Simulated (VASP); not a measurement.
# Sn2Te (P-3m1) in VASP: a series of runs

Runs on Sn2Te. Level: PBE. Tasks: single point.

Program: VASP 6.6.1. These are calculated values, not measurements. Logs are shortened: lines on timing, memory, paths and dates and some standing lists are left out, and cuts for length are marked.

### Step 1. The cell of the first run

It takes space group P-3m1 (No. 164, trigonal). Conventional cell: a = 4.300 Å, b = 4.300 Å, c = 5.789 Å, α = 90.00°, β = 90.00°, γ = 120.00°. Sn (site symmetry 3m) has 3 Sn at 3.12 Å and 3 Te at 3.16 Å within 4.1 Å. Te (site symmetry -3m) has 12 Sn at 3.16 to 4.57 Å and 6 Te at 4.30 Å within 4.6 Å.

### Step 2. Single point, PBE

File INCAR:

```
SYSTEM = Sn2Te
  PREC = Accurate
  ENCUT = 520
  EDIFF = 1E-7
  ISMEAR = 0
  SIGMA = 0.1
  LREAL = .False.
  LASPH = .True.
  NELM = 80
  ALGO = Fast
  ISIF = 2
  LWAVE = .False.
  LCHARG = .False.
  GGA = PE
  NBANDS = 24
```

File KPOINTS:

```
Automatic mesh
0
Gamma
  12 12 8
  0 0 0
```

File POSCAR:

```
Sn2Te
1.0
    4.3001371629      0.0000000000      0.0000000000
   -2.1500685815      3.7240280229      0.0000000000
    0.0000000000      0.0000000000      5.7886376309
Sn Te
2 1
Direct
    0.3333333333      0.6666666667      0.3372486068
    0.6666666667      0.3333333333      0.6627513932
    0.0000000000      0.0000000000      0.0000000000
```

Potentials or basis: VASP PAW PBE potentials, release 64 (Sn_d, Te).

Launch:

```
cat potpaw_PBE.64/Sn_d/POTCAR potpaw_PBE.64/Te/POTCAR > POTCAR
mpirun -np 1 vasp_std > vasp.out
```

OUTCAR:

```text
SYSTEM = Sn2Te
   PREC = Accurate
   ENCUT = 520
   EDIFF = 1E-7
   ISMEAR = 0
   LREAL = .False.
   LASPH = .True.
   NELM = 80
   ISIF = 2
   GGA = PE

 ion  position               nearest neighbor table
   1  0.333  0.667  0.337-   2 3.12   2 3.12   2 3.12   3 3.16   3 3.16   3 3.16
   2  0.667  0.333  0.663-   1 3.12   1 3.12   1 3.12   3 3.16   3 3.16   3 3.16
   3  0.000  0.000  0.000-   1 3.16   2 3.16   2 3.16   1 3.16   2 3.16   1 3.16

  LATTYP: Found a hexagonal cell.
 ALAT       =     4.3001371629
 C/A-ratio  =     1.3461518579

  Lattice vectors:

 A1 = (   4.3001371629,   0.0000000000,   0.0000000000)
 A2 = (  -2.1500685815,   3.7240280229,   0.0000000000)
 A3 = (   0.0000000000,   0.0000000000,   5.7886376309)

Analysis of symmetry for initial positions (statically):
=====================================================================
 Subroutine PRICEL returns:
 Original cell was already a primitive cell.

 Routine SETGRP: Setting up the symmetry group for a
 hexagonal supercell.

 Subroutine GETGRP returns: Found 12 space group operations
 (whereof 12 operations were pure point group operations)
 out of a pool of 24 trial point group operations.

The static configuration has the point symmetry D_3d.

Analysis of symmetry for dynamics (positions and initial velocities):
=====================================================================
 Subroutine PRICEL returns:
 Original cell was already a primitive cell.

 Routine SETGRP: Setting up the symmetry group for a
 hexagonal supercell.

 Subroutine GETGRP returns: Found 12 space group operations
 (whereof 12 operations were pure point group operations)
 out of a pool of 24 trial point group operations.

The dynamic configuration has the point symmetry D_3d.

 Subroutine INISYM returns: Found 12 space group operations
 (whereof 12 operations are pure point group operations),
 and found     1 'primitive' translations

----------------------------------------------------------------------------------------

                                     Primitive cell

  volume of cell :      92.6983

  direct lattice vectors                    reciprocal lattice vectors
     4.300137163  0.000000000  0.000000000     0.232550722  0.134263222  0.000000000
    -2.150068581  3.724028023  0.000000000     0.000000000  0.268526443  0.000000000
     0.000000000  0.000000000  5.788637631     0.000000000  0.000000000  0.172752220

  length of vectors
     4.300137163  4.300137163  5.788637631     0.268526443  0.268526443  0.172752220

  position of ions in fractional coordinates (direct lattice)
     0.333333333  0.666666667  0.337248607
     0.666666667  0.333333333  0.662751393
     0.000000000  0.000000000  0.000000000

  ion indices of the primitive-cell ions
   primitive index   ion index
                 1           1
                 2           2
                 3           3

----------------------------------------------------------------------------------------

 KPOINTS: Automatic mesh

Automatic generation of k-mesh.
 Grid dimensions read from file:
 generate k-points for:   12   12    8

 Generating k-lattice:

  Cartesian coordinates                     Fractional coordinates (reciprocal lattice)
     0.019379227  0.011188602  0.000000000     0.083333333  0.000000000  0.000000000
     0.000000000  0.022377204  0.000000000     0.000000000  0.083333333  0.000000000
     0.000000000  0.000000000  0.021594027     0.000000000  0.000000000  0.125000000

  Length of vectors
     0.022377204  0.022377204  0.021594027

  Shift w.r.t. Gamma in fractional coordinates (k-lattice)
     0.000000000  0.000000000  0.000000000

 Subroutine IBZKPT returns following result:
 ===========================================

 Found    131 irreducible k-points:

 Following reciprocal coordinates:
            Coordinates               Weight
  0.000000  0.000000  0.000000      1.000000
  0.083333 -0.000000  0.000000      6.000000
  0.166667 -0.000000  0.000000      6.000000
  0.250000  0.000000  0.000000      6.000000
  0.333333  0.000000  0.000000      6.000000
  0.416667 -0.000000  0.000000      6.000000
[... 16 lines left out ...]
  0.166667 -0.000000  0.125000      6.000000
  0.000000  0.166667  0.125000      6.000000
 [... further k-points ...]
   k-points           NKPTS =    131   k-points in BZ     NKDIM =    131   number of bands    NBANDS=     24
   number of dos      NEDOS =    301   number of ions     NIONS =      3
   total plane-waves  NPLWV =  49152
   dimension x,y,z NGX =    32 NGY =   32 NGZ =   48
   dimension x,y,z NGXF=    64 NGYF=   64 NGZF=   96
   ions per type =               2   1
   NGX,Y,Z   is equivalent  to a cutoff of  12.37, 12.37, 13.79 a.u.
   NGXF,Y,Z  is equivalent  to a cutoff of  24.74, 24.74, 27.57 a.u.
 SYSTEM =  Sn2Te
   PREC   = accura    normal or accurate (medium, high low for compatibility)
   ISTART =      0    job   : 0-new  1-cont  2-samecut
   ICHARG =      2    charge: 1-file 2-atom 10-const
   ISPIN  =      1    spin polarized calculation?
   LNONCOLLINEAR =      F non collinear calculations
   LSORBIT =      F    spin-orbit coupling
   LASPH  =      T    aspherical Exc in radial PAW
   ENCUT  =  520.0 eV  38.22 Ry    6.18 a.u.   8.00  8.00 10.76*2*pi/ulx,y,z
   NELM   =     80;   NELMIN=  2; NELMDL= -5     # of ELM steps
   EDIFF  = 0.1E-06   stopping-criterion for ELM
   LREAL  =      F    real-space projection
   EDIFFG = 0.1E-05   stopping-criterion for IOM
   NSW    =      0    number of steps for IOM
   IBRION =     -1    ionic relax: 0-MD 1-quasi-New 2-CG
   NFREE  =      0    steps in history (QN), initial steepest desc. (CG)
   ISIF   =      2    stress and relaxation
   ISYM   =      2    0-nonsym 1-usesym 2-fastsym
   POTIM  = 0.5000    time-step for ionic-motion
   TEBEG  =    0.0;   TEEND  =   0.0 temperature during run
   PSTRESS=    0.0 pullay stress
   NELECT =      34.0000    total number of electrons
   NUPDOWN=      -1.0000    fix difference up-down
   EMIN   =  10.00;   EMAX   =-10.00  energy-range for DOS
   EFERMI =   0.00;   METHOD = LEGACY
   ISMEAR =     0;   SIGMA  =   0.10  broadening in eV -4-tet -1-fermi 0-gaus
   EFERMI_NEDOS =   21; number of points for ismear=-14 and -15
   IALGO  =     68    algorithm
   IMIX   =      4    mixing-type and parameters
     AMIX     =   0.40;   BMIX     =  1.00
     AMIX_MAG =   1.60;   BMIX_MAG =  1.00
  volume/ion in A,a.u.               =      30.90       208.52
  Fermi-wavevector in a.u.,A,eV,Ry     =   1.171864  2.214502 18.684412  1.373266
  Thomas-Fermi vector in A             =   2.308301
   LORBIT       =      0    0 simple, 1 ext, 2 COOP (PROOUT), +10 PAW based schemes
   GGA     = PE    functional components
   LHFCALC =     F    Hartree Fock is set to
   AEXX    =    0.0000 exact exchange contribution
   IVDW    =     0    specifies the selected vdW correction
   LEPSILON=     F    determine dielectric tensor
   LRPA    =     F    only Hartree local field effects (RPA)
 non-spin polarized calculation
 RMM-DIIS sequential band-by-band and
 Gauss-broadening in eV      SIGMA  =   0.10
  energy-cutoff  :      520.00
  volume of cell :       92.70
 maximum number of plane-waves:      2526
   NGX = 15   NGY = 15   NGZ = 21

 number of electron      34.0000006 magnetization

 Free energy of the ion-electron system (eV)
  ---------------------------------------------------
  ext. energy  EPLUGINS =         0.00000000
  ---------------------------------------------------
  free energy    TOTEN  =       -10.96177209 eV

  energy without entropy =      -10.95347161  energy(sigma->0) =      -10.95762185

 E-fermi :   6.8107     XC(G=0):  -9.6108

 val. band max:        6.8105361030   @ k =   0.1667   0.1667   0.0000
 cond. band min:       6.8149156545   @ k =   0.2500   0.0000   0.5000
 fundamental gap:      0.0043795515
 Fermi energy:         6.8107446285

 k-point     1 :       0.0000    0.0000    0.0000
  band No.  band energies     occupation
      1     -14.8646      2.00000
      2     -14.8646      2.00000
      3     -14.7851      2.00000
      4     -14.7850      2.00000
      5     -14.7850      2.00000
      6     -14.6960      2.00000
[... 16 lines left out ...]
     23      12.9358      0.00000
     24      13.2778      0.00000

 k-point     2 :       0.0833   -0.0000    0.0000
  band No.  band energies     occupation
      1     -14.8642      2.00000
      2     -14.8619      2.00000
      3     -14.7858      2.00000
      4     -14.7829      2.00000
      5     -14.7829      2.00000
      6     -14.6970      2.00000
[... 16 lines left out ...]
     23      12.4457      0.00000
     24      12.7935      0.00000

 k-point     3 :       0.1667   -0.0000    0.0000
  band No.  band energies     occupation
      1     -14.8630      2.00000
      2     -14.8539      2.00000
      3     -14.7878      2.00000
      4     -14.7769      2.00000
      5     -14.7767      2.00000
      6     -14.7001      2.00000
[... 16 lines left out ...]
     23      11.4516      0.00000
     24      12.6879      0.00000

 k-point     4 :       0.2500    0.0000    0.0000
  band No.  band energies     occupation
      1     -14.8615      2.00000
      2     -14.8412      2.00000
      3     -14.7903      2.00000
      4     -14.7678      2.00000
      5     -14.7671      2.00000
      6     -14.7051      2.00000
[... 16 lines left out ...]
     23      11.5872      0.00000
     24      13.1956      0.00000

 k-point     5 :       0.3333    0.0000    0.0000
  band No.  band energies     occupation
      1     -14.8600      2.00000
      2     -14.8253      2.00000
      3     -14.7926      2.00000
      4     -14.7566      2.00000
      5     -14.7554      2.00000
      6     -14.7131      2.00000
[... 451 lines left out ...]
 k-point    22 :       0.0000    0.0833    0.1250
  band No.  band energies     occupation
      1     -14.8640      2.00000
      2     -14.8625      2.00000
      3     -14.7856      2.00000
      4     -14.7833      2.00000
      5     -14.7832      2.00000
      6     -14.6967      2.00000
[... 16 lines left out ...]
     23      12.0993      0.00000
     24      13.0431      0.00000

 k-point    23 :       0.1667   -0.0000    0.1250
  band No.  band energies     occupation
      1     -14.8638      2.00000
      2     -14.8533      2.00000
      3     -14.7883      2.00000
      4     -14.7769      2.00000
      5     -14.7763      2.00000
      6     -14.7001      2.00000
[... 16 lines left out ...]
     23      10.9150      0.00000
     24      13.4258      0.00000

 k-point    24 :       0.0000    0.1667    0.1250
  band No.  band energies     occupation
      1     -14.8624      2.00000
      2     -14.8550      2.00000
      3     -14.7872      2.00000
      4     -14.7773      2.00000
      5     -14.7773      2.00000
      6     -14.6997      2.00000
[... 16 lines left out ...]
     23      12.2504      0.00000
     24      12.2980      0.00000

 [... further k-points ...]

------------------------ aborting loop because EDIFF is reached ----------------------------------------

  FORCE on cell =-STRESS in cart. coord.  units (eV):
  Direction    XX          YY          ZZ          XY          YZ          ZX
  --------------------------------------------------------------------------------------
  -------------------------------------------------------------------------------------
  Total       -0.0269357     -0.0269357     -0.0110969      0.0000000      0.0000000      0.0000000
  in kB       -0.4655511     -0.4655511     -0.1917966      0.0000000      0.0000000      0.0000000
  external PRESSURE =      -0.3742996 kB  Pullay stress =       0.0000000 kB

 VOLUME and BASIS-vectors are now :
 -----------------------------------------------------------------------------
  energy-cutoff  :      520.00
  volume of cell :       92.70
      direct lattice vectors                 reciprocal lattice vectors
     4.300137163  0.000000000  0.000000000     0.232550722  0.134263222  0.000000000
    -2.150068581  3.724028023  0.000000000     0.000000000  0.268526443  0.000000000
     0.000000000  0.000000000  5.788637631     0.000000000  0.000000000  0.172752220

 POSITION                                       TOTAL-FORCE (eV/Angst)
 -----------------------------------------------------------------------------------
     -0.00000      2.48269      1.95221        -0.000000      0.000000      0.000843
      2.15007      1.24134      3.83643         0.000000      0.000000     -0.000843
      0.00000      0.00000      0.00000         0.000000      0.000000      0.000000
 -----------------------------------------------------------------------------------
    total drift:                                0.000000      0.000000      0.000000

  FREE ENERGIE OF THE ION-ELECTRON SYSTEM (eV)
  ---------------------------------------------------
  free  energy   TOTEN  =       -10.9617720857 eV

  energy  without entropy=      -10.9534716069  energy(sigma->0) =      -10.95762185
```

Run time: 2.9 min. Hardware: 1 thread of Intel Xeon 6975P-C (Granite Rapids), shared host; peak memory 0.4 GiB.

Results:

```
Free energy            : -10.9618 eV
Pressure               : 0.0 GPa
Band gap on the k mesh : zero (bands 17 and 18 overlap by 2.81 eV)
```

Levels at points of the mesh, in eV from the Fermi level:
```csv
k point,band 15,band 16,band 17,band 18,band 19,band 20
"(0.00, 0.00, 0.00)",-1.57,0.49,0.55,0.57,0.57,3.97
"(0.50, 0.00, 0.00)",-3.27,-3.00,-2.28,1.37,2.28,2.49
"(0.00, 0.00, 0.50)",-1.57,-1.57,1.41,1.41,2.21,2.21
"(0.50, 0.00, 0.50)",-2.44,-1.60,-0.83,-0.70,2.01,3.10
```

Caveat: spin-orbit coupling is left out, which moves the levels of the heavy elements.

(Part 1 of 2 ends here.)

The gap in the log of VASP goes by the Fermi energy; the results here count the filled bands.